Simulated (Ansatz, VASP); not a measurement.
# One calculation of AlN, two programs

Contents of INCAR:

```
ALGO     = Normal         # electronic algorithm
EDIFF    = 1E-8           # SCF threshold, eV
ENCUT    = 520            # plane-wave cutoff, eV
ISIF     = 2              # what is computed and relaxed
ISMEAR   = -1             # smearing method
LASPH    = True           # aspherical terms in the spheres
LCHARG   = False          # write CHGCAR
LEFG     = True         
LREAL    = False          # projectors in reciprocal space
LWAVE    = False          # write WAVECAR
NBANDS   = 11             # bands
NELM     = 60             # most SCF steps
PREC     = Accurate       # precision mode
SIGMA    = 0.01           # smearing width, eV
```

The input KPOINTS:

```
k-points
0
Gamma
  12 12 12
```

File POSCAR:

```
AlN
1.0
    0.0197800000      1.9878900000      1.9878900000
    1.9878900000      0.0197800000      1.9878900000
    1.9878900000      1.9878900000      0.0197800000
Al N
1 1
Direct
    0.0000000000      0.0000000000      0.0000000000
    0.5000000000      0.5000000000      0.5000000000
```

Input for Ansatz:

```yaml
crystal:
  lattice:
    - [0.01978, 1.98789, 1.98789]
    - [1.98789, 0.01978, 1.98789]
    - [1.98789, 1.98789, 0.01978]
  atoms:
    - { symbol: Al, position: [0.0, 0.0, 0.0] }
    - { symbol: "N", position: [0.5, 0.5, 0.5] }
kpoints:
  mp_grid: { grid: [12, 12, 12] }
scf:
  occupations: { method: fermi_dirac, width: 0.01 }
hamiltonian:
  xc: lda
  pseudopotentials: { kind: all_electron, datasets: crystal }
output:
  forces: true
  stress: true
  eigenvalues: true
  efg: { contact_densities: true }
```

Change from the starting cell: equal xy, yz and zx shear strains of +1 %, crystal datasets.

Alike in both runs: task electric field gradients; functional LDA; k mesh 12 × 12 × 12; occupations fermi-dirac, width 0.01 eV; no spin polarisation.

```csv
,VASP,Ansatz
version,VASP 6.6.1,Ansatz 0.2.0
potentials or method,"VASP PAW LDA potentials, release 64 (Al, N), cutoff 520 eV","all-electron PAW with datasets made for the crystal, scalar-relativistic"
```

|  | VASP | Ansatz | Ansatz less VASP |
| --- | --- | --- | --- |
| gap on the k mesh at the Fermi level (eV) | 4.84 | 4.85 | +0.008 |
| pressure (GPa) | 13.3 | 12.5 | -0.78 |
| traceless stress, the component that is largest in VASP (GPa) | -3.50 | -3.50 | 0.000 |
| size of Vzz on the site where it differs most (V/Å²) | 0.3 | 0.7 | +0.43 |

LDA's correlation is that of Perdew and Zunger in VASP and of Perdew and Wang (1992) in Ansatz. Ansatz ran all-electron here, and VASP with PAW potentials.
